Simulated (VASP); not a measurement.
A run of VASP 6.6.1 is set up as follows.

INCAR

```
SYSTEM = Ca
PREC     = Accurate       ! precision mode
ENCUT    = 520            ! plane-wave cutoff, eV
EDIFF    = 1E-6           ! SCF threshold, eV
ISMEAR   = 0              ! smearing method
SIGMA    = 0.1            ! smearing width, eV
LREAL    = .False.        ! projectors in reciprocal space
LASPH    = .True.         ! aspherical terms in the spheres
NELM     = 100            ! most SCF steps
ALGO     = Normal         ! electronic algorithm
ISIF     = 2              ! what is computed and relaxed
LWAVE    = .False.        ! write WAVECAR
LCHARG   = .False.        ! write CHGCAR
GGA      = PE             ! functional
NBANDS   = 28             ! bands
```

The input KPOINTS:

```
regular mesh
0
Gamma
  8 8 12
  0 0 0
```

Contents of POSCAR:

```
Ca
1.0
    3.1962545333     -6.7864242618      0.0000000000
    3.1962545333      6.7864242618      0.0000000000
    0.0000000000      0.0000000000      3.9753634807
Ca
4
Direct
    0.1330717938      0.8669282062     -0.0000161679
    0.6330717938      0.3669282062      0.5000161679
    0.8669282062      0.1330717938      1.0000161679
    0.3669282062      0.6330717938      0.4999838321
```

Potentials or basis: VASP PAW PBE potentials, release 64 (Ca_sv).

Run with:

```sh
$ cat potpaw_PBE.64/Ca_sv/POTCAR > POTCAR
$ mpirun -np 1 vasp_std > vasp.out
```

What does it give for the pressure?

0.0 GPa.

Estimate the largest force.

0.005 eV/Å.

What does it give for the band gap on the k mesh?

Zero (band 20 reaches 2.23 eV, above the bottom of band 21 at 1.46 eV).

Forces in eV/Å, atoms in the order of the input:
```
Ca   0.000  0.005  0.000
Ca   0.000  0.005  0.000
Ca   0.000 -0.005  0.000
Ca   0.000 -0.005  0.000
```
